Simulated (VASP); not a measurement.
# Sc (Cmce) in VASP: notebook, part 2 of 2

VASP 6.6.1. Earlier steps stand in the parts before.

## Step 3: Single point, PBEsol (Ga replaced by Sc, lengths x 1.236, strained)

File INCAR:

```
SYSTEM = Sc
  PREC = Accurate
  ENCUT = 520
  EDIFF = 1E-6
  ISMEAR = 0
  SIGMA = 0.1
  LREAL = .FALSE.
  LASPH = .TRUE.
  NELM = 60
  ALGO = Fast
  ISIF = 2
  LWAVE = .FALSE.
  LCHARG = .TRUE.
  GGA = PS
  LELF = .TRUE.
  LVHAR = .TRUE.
  NBANDS = 30
```

File KPOINTS:

```
Automatic mesh
0
G
  8 8 8
  0 0 0
```

File POSCAR:

```
Sc
1.0
    2.9055712502     -4.9733999601      0.0000000000
    2.9055712502      4.9733999601      0.0000000000
    0.0000000000      0.0000000000      5.7672301399
Sc
4
Direct
    0.1421289005      0.8578710995      0.1066917729
    0.6421289005      0.3578710995      0.3933082271
    0.8578710995      0.1421289005      0.8933082271
    0.3578710995      0.6421289005      0.6066917729
```

Potentials or basis: VASP PAW PBE potentials, release 64 (Sc_sv).

Run with:

```bash
$ cat potpaw_PBE.64/Sc_sv/POTCAR > POTCAR
$ mpirun -np 1 vasp_std > vasp.out
```

OUTCAR:

```text
SYSTEM = Sc
   PREC = Accurate
   ENCUT = 520
   EDIFF = 1E-6
   ISMEAR = 0
   LREAL = .FALSE.
   LASPH = .TRUE.
   NELM = 60
   ISIF = 2
   GGA = PS

 ion  position               nearest neighbor table
   1  0.142  0.858  0.107-   3 3.08   2 3.34   2 3.34
   2  0.642  0.358  0.393-   4 3.08   1 3.34   1 3.34
   3  0.858  0.142  0.893-   1 3.08   4 3.34   4 3.34
   4  0.358  0.642  0.607-   2 3.08   3 3.34   3 3.34

  LATTYP: Found a base centered orthorhombic cell.
 ALAT       =     5.8111425004
 B/A-ratio  =     1.7116771649
 C/A-ratio  =     0.9924434205

  Lattice vectors:

 A1 = (   2.9055712502,  -4.9733999601,   0.0000000000)
 A2 = (   2.9055712502,   4.9733999601,   0.0000000000)
 A3 = (   0.0000000000,   0.0000000000,   5.7672301399)

Analysis of symmetry for initial positions (statically):
=====================================================================
 Subroutine PRICEL returns:
 Original cell was already a primitive cell.

 Routine SETGRP: Setting up the symmetry group for a
 base centered orthorhombic supercell.

 Subroutine GETGRP returns: Found  8 space group operations
 (whereof  4 operations were pure point group operations)
 out of a pool of  8 trial point group operations.

The static configuration has the point symmetry C_2h.
 The point group associated with its full space group is D_2h.

Analysis of symmetry for dynamics (positions and initial velocities):
=====================================================================
 Subroutine PRICEL returns:
 Original cell was already a primitive cell.

 Routine SETGRP: Setting up the symmetry group for a
 base centered orthorhombic supercell.

 Subroutine GETGRP returns: Found  8 space group operations
 (whereof  4 operations were pure point group operations)
 out of a pool of  8 trial point group operations.

The dynamic configuration has the point symmetry C_2h.
 The point group associated with its full space group is D_2h.

 Subroutine INISYM returns: Found  8 space group operations
 (whereof  4 operations are pure point group operations),
 and found     1 'primitive' translations

----------------------------------------------------------------------------------------

                                     Primitive cell

  volume of cell :     166.6795

  direct lattice vectors                    reciprocal lattice vectors
     2.905571250 -4.973399960  0.000000000     0.172083200 -0.100534846  0.000000000
     2.905571250  4.973399960  0.000000000     0.172083200  0.100534846  0.000000000
     0.000000000  0.000000000  5.767230140     0.000000000  0.000000000  0.173393462

  length of vectors
     5.759952383  5.759952383  5.767230140     0.199298478  0.199298478  0.173393462

  position of ions in fractional coordinates (direct lattice)
     0.142128900  0.857871100  0.106691773
     0.642128900  0.357871100  0.393308227
     0.857871100  0.142128900  0.893308227
     0.357871100  0.642128900  0.606691773

  ion indices of the primitive-cell ions
   primitive index   ion index
                 1           1
                 2           2
                 3           3
                 4           4

----------------------------------------------------------------------------------------

 KPOINTS: Automatic mesh

Automatic generation of k-mesh.
 Grid dimensions read from file:
 generate k-points for:    8    8    8

 Generating k-lattice:

  Cartesian coordinates                     Fractional coordinates (reciprocal lattice)
     0.021510400 -0.012566856  0.000000000     0.125000000  0.000000000  0.000000000
     0.021510400  0.012566856  0.000000000     0.000000000  0.125000000  0.000000000
     0.000000000  0.000000000  0.021674183     0.000000000  0.000000000  0.125000000

  Length of vectors
     0.024912310  0.024912310  0.021674183

  Shift w.r.t. Gamma in fractional coordinates (k-lattice)
     0.000000000  0.000000000  0.000000000

 Subroutine IBZKPT returns following result:
 ===========================================

 Found    105 irreducible k-points:

 Following reciprocal coordinates:
            Coordinates               Weight
  0.000000  0.000000  0.000000      1.000000
  0.125000  0.000000  0.000000      4.000000
  0.250000  0.000000  0.000000      4.000000
  0.375000  0.000000  0.000000      4.000000
  0.500000  0.000000  0.000000      2.000000
  0.125000  0.125000  0.000000      2.000000
[... 16 lines left out ...]
  0.125000  0.000000  0.125000      8.000000
  0.250000  0.000000  0.125000      8.000000
 [... further k-points ...]
   k-points           NKPTS =    105   k-points in BZ     NKDIM =    105   number of bands    NBANDS=     30
   number of dos      NEDOS =    301   number of ions     NIONS =      4
   total plane-waves  NPLWV = 110592
   dimension x,y,z NGX =    48 NGY =   48 NGZ =   48
   dimension x,y,z NGXF=    96 NGYF=   96 NGZF=   96
   ions per type =               4
   NGX,Y,Z   is equivalent  to a cutoff of  13.85, 13.85, 13.84 a.u.
   NGXF,Y,Z  is equivalent  to a cutoff of  27.71, 27.71, 27.67 a.u.
 SYSTEM =  Sc
   PREC   = accura    normal or accurate (medium, high low for compatibility)
   ISTART =      0    job   : 0-new  1-cont  2-samecut
   ICHARG =      2    charge: 1-file 2-atom 10-const
   ISPIN  =      1    spin polarized calculation?
   LNONCOLLINEAR =      F non collinear calculations
   LSORBIT =      F    spin-orbit coupling
   LASPH  =      T    aspherical Exc in radial PAW
   ENCUT  =  520.0 eV  38.22 Ry    6.18 a.u.  10.71 10.71 10.72*2*pi/ulx,y,z
   NELM   =     60;   NELMIN=  2; NELMDL= -5     # of ELM steps
   EDIFF  = 0.1E-05   stopping-criterion for ELM
   LREAL  =      F    real-space projection
   EDIFFG = 0.1E-04   stopping-criterion for IOM
   NSW    =      0    number of steps for IOM
   IBRION =     -1    ionic relax: 0-MD 1-quasi-New 2-CG
   NFREE  =      0    steps in history (QN), initial steepest desc. (CG)
   ISIF   =      2    stress and relaxation
   ISYM   =      2    0-nonsym 1-usesym 2-fastsym
   POTIM  = 0.5000    time-step for ionic-motion
   TEBEG  =    0.0;   TEEND  =   0.0 temperature during run
   PSTRESS=    0.0 pullay stress
   NELECT =      44.0000    total number of electrons
   NUPDOWN=      -1.0000    fix difference up-down
   EMIN   =  10.00;   EMAX   =-10.00  energy-range for DOS
   EFERMI =   0.00;   METHOD = LEGACY
   ISMEAR =     0;   SIGMA  =   0.10  broadening in eV -4-tet -1-fermi 0-gaus
   EFERMI_NEDOS =   21; number of points for ismear=-14 and -15
   IALGO  =     68    algorithm
   IMIX   =      4    mixing-type and parameters
     AMIX     =   0.40;   BMIX     =  1.00
     AMIX_MAG =   1.60;   BMIX_MAG =  1.00
  volume/ion in A,a.u.               =      41.67       281.20
  Fermi-wavevector in a.u.,A,eV,Ry     =   1.050183  1.984558 15.005653  1.102884
  Thomas-Fermi vector in A             =   2.185176
   LORBIT       =      0    0 simple, 1 ext, 2 COOP (PROOUT), +10 PAW based schemes
   GGA     = PS    functional components
   LHFCALC =     F    Hartree Fock is set to
   AEXX    =    0.0000 exact exchange contribution
   IVDW    =     0    specifies the selected vdW correction
   LEPSILON=     F    determine dielectric tensor
   LRPA    =     F    only Hartree local field effects (RPA)
 non-spin polarized calculation
 RMM-DIIS sequential band-by-band and
 Gauss-broadening in eV      SIGMA  =   0.10
  energy-cutoff  :      520.00
  volume of cell :      166.68
 maximum number of plane-waves:      4512
 NGX is ok and might be reduce to    48
   NGX = 21   NGY = 21   NGZ = 21

 number of electron      44.0000004 magnetization

 Free energy of the ion-electron system (eV)
  ---------------------------------------------------
  ext. energy  EPLUGINS =         0.00000000
  ---------------------------------------------------
  free energy    TOTEN  =       -20.68124176 eV

  energy without entropy =      -20.62935538  energy(sigma->0) =      -20.65529857

 E-fermi :   1.0005     XC(G=0):  -7.9551

 val. band max:        0.9990807736   @ k =   0.0000   0.0000   0.1250
 cond. band min:       1.0060148011   @ k =   0.5000   0.5000   0.3750
 fundamental gap:      0.0069340275
 Fermi energy:         1.0005332881

 k-point     1 :       0.0000    0.0000    0.0000
  band No.  band energies     occupation
      1     -49.2670      2.00000
      2     -49.2475      2.00000
      3     -49.2399      2.00000
      4     -49.2311      2.00000
      5     -28.0129      2.00000
      6     -28.0119      2.00000
[... 781 lines left out ...]
     29       2.0429      0.00000
     30       2.0698      0.00000

 [... further k-points ...]
[... 5 lines left out ...]
  --------------------------------------------------------------------------------------
  -------------------------------------------------------------------------------------
  Total       -7.2421832     -6.0912575     -8.9076705      0.0000000      0.0000000      0.0000000
  in kB      -69.6142094    -58.5511394    -85.6234120      0.0000000      0.0000000      0.0000000
  external PRESSURE =     -71.2629203 kB  Pullay stress =       0.0000000 kB

 VOLUME and BASIS-vectors are now :
 -----------------------------------------------------------------------------
  energy-cutoff  :      520.00
  volume of cell :      166.68
      direct lattice vectors                 reciprocal lattice vectors
     2.905571250 -4.973399960  0.000000000     0.172083200 -0.100534846  0.000000000
     2.905571250  4.973399960  0.000000000     0.172083200  0.100534846  0.000000000
     0.000000000  0.000000000  5.767230140     0.000000000  0.000000000  0.173393462

 POSITION                                       TOTAL-FORCE (eV/Angst)
 -----------------------------------------------------------------------------------
      2.90557      3.55967      0.61532         0.000000     -0.764787     -0.150294
      2.90557     -1.41373      2.26830         0.000000     -0.764787      0.150294
      2.90557     -3.55967      5.15191         0.000000      0.764787      0.150294
      2.90557      1.41373      3.49893         0.000000      0.764787     -0.150294
 -----------------------------------------------------------------------------------
    total drift:                                0.000000      0.000000     -0.000000

  FREE ENERGIE OF THE ION-ELECTRON SYSTEM (eV)
  ---------------------------------------------------
  free  energy   TOTEN  =       -20.6812417583 eV

  energy  without entropy=      -20.6293553765  energy(sigma->0) =      -20.65529857
```

OSZICAR:

```text
N       E                     dE             d eps       ncg     rms          rms(c)
DAV:   1     0.888347955367E+03    0.88835E+03   -0.19294E+04  6532   0.138E+03
DAV:   2     0.413336461703E+02   -0.84701E+03   -0.83357E+03  9052   0.669E+02
DAV:   3    -0.214325119737E+02   -0.62766E+02   -0.60247E+02 10824   0.243E+02
[... 17 lines left out ...]
RMM:  21    -0.206812292605E+02   -0.86857E-05   -0.82712E-05  7310   0.295E-02    0.361E-03
RMM:  22    -0.206812358261E+02   -0.65657E-05   -0.76727E-05  7279   0.171E-02    0.249E-03
RMM:  23    -0.206812380091E+02   -0.21830E-05   -0.28359E-05  7051   0.129E-02    0.655E-04
RMM:  24    -0.206812409623E+02   -0.29531E-05   -0.28196E-05  6749   0.969E-03    0.141E-03
RMM:  25    -0.206812417583E+02   -0.79602E-06   -0.96457E-06  6438   0.639E-03
   1 F= -.20681242E+02 E0= -.20655299E+02  d E =-.518864E-01
```

It took 8.8 min on 1 thread of Intel Xeon 6975P-C (Granite Rapids), shared host; peak memory 0.58 GiB.

What came out:

| Property | Result |
| --- | --- |
| Free energy | -20.6812 eV |
| Pressure | -7.1 GPa |
| Largest force | 0.779 eV/Å |
| Band gap on the k mesh | zero (bands 22 and 23 overlap by 0.16 eV) |

Forces in eV/Å, atoms in the order of the input:
```
Sc   0.000 -0.765 -0.150
Sc   0.000 -0.765  0.150
Sc   0.000  0.765  0.150
Sc   0.000  0.765 -0.150
```

Caveat: the cell differs from its parent crystal (Ga replaced by Sc, lengths x 1.236, strained); the cell stands under tension; the PAW data sets were made with another functional, which shifts forces and pressure a little.

The gap in the log of VASP goes by the Fermi energy; the results here count the filled bands.